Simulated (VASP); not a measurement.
Write the native input for VASP 6.6.1 that does the following.

* Task: single point
* Functional: LDA
* Potentials or basis: VASP PAW LDA potentials, release 64 (Mg_sv, O)
* Cutoff: 750 eV
* k mesh: 10 × 10 × 10
* Occupations: gaussian, width 0.01 eV
* Spin: no spin polarisation
* Dipole correction: no
* Mended: yes
* Further INCAR settings: ALGO = Normal; EDIFF = 1e-06; NBANDS = 15

The structure of MgO lies in POSCAR:

```
MgO
1.0
    2.1003881376      2.1003881376      0.0000000000
   -2.1003881376      2.1003881376      0.0000000000
    0.0000000000      2.1003881376      2.0675985272
Mg O
1 1
Direct
    0.0000000000      0.0000000000      0.0000000000
    0.5000000000      0.5000000000      0.0000000000
```

This cell differs from its parent crystal: in-plane strain +0.01, then relaxed in part.

One way to write it, as run:

INCAR

```
PREC     = Accurate       # precision mode
ENCUT    = 750            # plane-wave cutoff, eV
EDIFF    = 1E-6           # SCF threshold, eV
ISMEAR   = 0              # smearing method
SIGMA    = 0.01           # smearing width, eV
LREAL    = False          # projectors in reciprocal space
LASPH    = True           # aspherical terms in the spheres
NELM     = 120            # most SCF steps
ALGO     = Normal         # electronic algorithm
ISIF     = 2              # what is computed and relaxed
LWAVE    = False          # write WAVECAR
LCHARG   = False          # write CHGCAR
GGA      = CA             # functional
NBANDS   = 15             # bands
GGA_COMPAT= False
```

KPOINTS

```
regular mesh
0
Gamma
  10 10 10
```

Potentials or basis: VASP PAW LDA potentials, release 64 (Mg_sv, O).

Run with:

```sh
$ cat potpaw_LDA.64/Mg_sv/POTCAR potpaw_LDA.64/O/POTCAR > POTCAR
$ mpirun -np 1 vasp_std > vasp.out
```

Results of the run:

```json
{"Pressure": "-2.3 GPa", "Band gap on the k mesh": "4.89 eV"}
```

Caveat: the cell differs from its parent crystal (in-plane strain +0.01, then relaxed in part).

Run time: 30 s on 1 thread of Intel(R) Xeon(R) Platinum 8488C (Sapphire Rapids), on a shared host, peak memory 0.17 GiB.
